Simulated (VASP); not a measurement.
Set up this calculation in VASP 6.6.1, as the native input.

```
Task                               : single point
Functional                         : HSE06
Potentials or basis                : VASP PAW PBE potentials, release 64 (Ti_sv)
Cutoff                             : 520 eV
k mesh                             : 6 × 6 × 6
Occupations                        : fermi-dirac, width 0.01 eV
Spin                               : no spin polarisation
Dipole correction                  : no
Grid for exact exchange (PRECFOCK) : Normal
Further INCAR settings             : ALGO = Normal; EDIFF = 1e-06; NBANDS = 12
Screening parameter                : 0.2079 1/Å
```

Crystal: Ti.

```xyz
1
Lattice="-1.6410 1.6410 1.6410 1.6410 -1.6410 1.6410 1.6410 1.6410 -1.6410" Properties=species:S:1:pos:R:3 pbc="T T T"
Ti    0.0000    0.0000    0.0000
```

One way to write it, as run:

POSCAR

```
Ti
1.0
   -1.6410000000      1.6410000000      1.6410000000
    1.6410000000     -1.6410000000      1.6410000000
    1.6410000000      1.6410000000     -1.6410000000
Ti
1
Direct
    0.0000000000      0.0000000000      0.0000000000
```

INCAR.step1

```
PREC = Accurate ; ENCUT = 520
EDIFF = 1E-5 ; ISMEAR = -1
SIGMA = 0.01 ; LREAL = False
LASPH = True ; NELM = 100
ALGO = Normal ; ISIF = 2
LWAVE = True ; LCHARG = False
NBANDS = 12 ; GGA = PE
```

INCAR.step2

```
PREC = Accurate ; ENCUT = 520
EDIFF = 1E-6 ; ISMEAR = -1
SIGMA = 0.01 ; LREAL = False
LASPH = True ; NELM = 100
ALGO = Normal ; ISIF = 2
LWAVE = False ; LCHARG = False
GGA = PE ; LHFCALC = True
HFSCREEN = 0.2079 ; PRECFOCK = Normal
NBANDS = 12 ; ISTART = 1
```

KPOINTS

```
regular mesh
0
Gamma
  6 6 6
```

Potentials or basis: VASP PAW PBE potentials, release 64 (Ti_sv).

Command:

```sh
$ cat potpaw_PBE.64/Ti_sv/POTCAR > POTCAR
$ cp INCAR.step1 INCAR
$ mpirun -np 1 vasp_std > vasp.out
$ cp INCAR.step2 INCAR
$ mpirun -np 1 vasp_std > vasp.out
```

Results of the run:

```yaml
Pressure: -2.7 GPa
Band_gap_on_the_k_mesh: zero (band 6 reaches 9.53 eV, above the bottom of band 7 at 7.05 eV)
```

Caveat: the k points lie up to 0.45 Å⁻¹ apart; the PAW data sets were made with another functional, which shifts forces and pressure a little.

Wall time 8.4 min on 1 thread of Intel(R) Xeon(R) Platinum 8259CL CPU @ 2.50GHz (Skylake/Cascade Lake) (shared host), peak memory 0.24 GiB.
